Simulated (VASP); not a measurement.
Set up this calculation in VASP 6.6.1, as the native input.

```yaml
Task: single point
Functional: PBE
Dispersion: D3(BJ)
Potentials_or_basis: VASP PAW PBE potentials, release 64 (Se, W_sv)
Cutoff: 520 eV
k_mesh: 9 × 9 × 1
Occupations: gaussian, width 0.02 eV
Spin: no spin polarisation
Dipole_correction: yes
Further_INCAR_settings: ALGO = Normal; EDIFF = 1e-06; NBANDS = 20
```

The structure of WSe2 lies in POSCAR:

```
WSe2
1.0
    3.1980000000      0.0000000000      0.0000000000
   -1.5990000000      2.7695492413      0.0000000000
    0.0000000000      0.0000000000     32.7373831004
Se W
2 1
Direct
    0.3333333333      0.6666666667      0.4458570041
    0.3333333333      0.6666666667      0.5541429959
    0.6666666667      0.3333333333      0.5000000000
```

One way to write it, as run:

INCAR

```
PREC = Accurate
ENCUT = 520
EDIFF = 1E-6
ISMEAR = 0
SIGMA = 0.02
LREAL = False
LASPH = True
NELM = 80
ALGO = Normal
ISIF = 2
LWAVE = False
LCHARG = False
LDIPOL = True
IDIPOL = 3
DIPOL = 0.5 0.5 0.500
GGA = PE
IVDW = 12
NBANDS = 20
```

KPOINTS

```
Automatic mesh
0
Gamma
  9 9 1
```

Potentials or basis: VASP PAW PBE potentials, release 64 (Se, W_sv).

Run with:

```sh
$ cat potpaw_PBE.64/Se/POTCAR potpaw_PBE.64/W_sv/POTCAR > POTCAR
$ mpirun -np 1 vasp_std > vasp.out
```

Results of the run:

```yaml
Largest_force: 0.843 eV/Å
Band_gap_on_the_k_mesh: 1.42 eV, indirect (least direct gap 2.11 eV)
Dispersion_energy_per_atom: -0.350 eV
```

Caveat: spin-orbit coupling is left out, which moves the levels of the heavy elements.

Run time: 56 s on 1 thread of Intel(R) Xeon(R) 6975P-C (Granite Rapids), with other jobs on the host, peak memory 0.4 GiB.
